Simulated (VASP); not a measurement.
A run of VASP 6.6.1:

Contents of INCAR:

```
SYSTEM = SiC
PREC = Accurate ; ENCUT = 600
EDIFF = 1E-6 ; ISMEAR = 0
SIGMA = 0.01 ; LREAL = .FALSE.
LASPH = .TRUE. ; NELM = 120
ALGO = Normal ; ISIF = 2
LWAVE = .FALSE. ; LCHARG = .FALSE.
GGA = PE ; NBANDS = 11
GGA_COMPAT = .FALSE.
```

File KPOINTS:

```
regular mesh
0
G
  2 2 2
  0 0 0
```

The input POSCAR:

```
SiC
1.0
    0.0000000000      2.1790000000      2.1790000000
    2.1790000000      0.0000000000      2.1790000000
    2.1790000000      2.1790000000      0.0000000000
Si C
1 1
Direct
    0.0000000000      0.0000000000      0.0000000000
    0.2500000000      0.2500000000      0.2500000000
```

Potentials or basis: VASP PAW PBE potentials, release 64 (Si, C).

The run is started by

```sh
$ cat potpaw_PBE.64/Si/POTCAR potpaw_PBE.64/C/POTCAR > POTCAR
$ mpirun -np 1 vasp_std > vasp.out
```

Hardware: 1 thread of Intel Xeon 8259CL, on a shared host.

Question: How long does it take, and how much memory?

Answer: Wall time 4.5 s on 1 thread of Intel Xeon 8259CL (shared host), peak memory 0.14 GiB. Counts: scf iterations 13, k points 3.
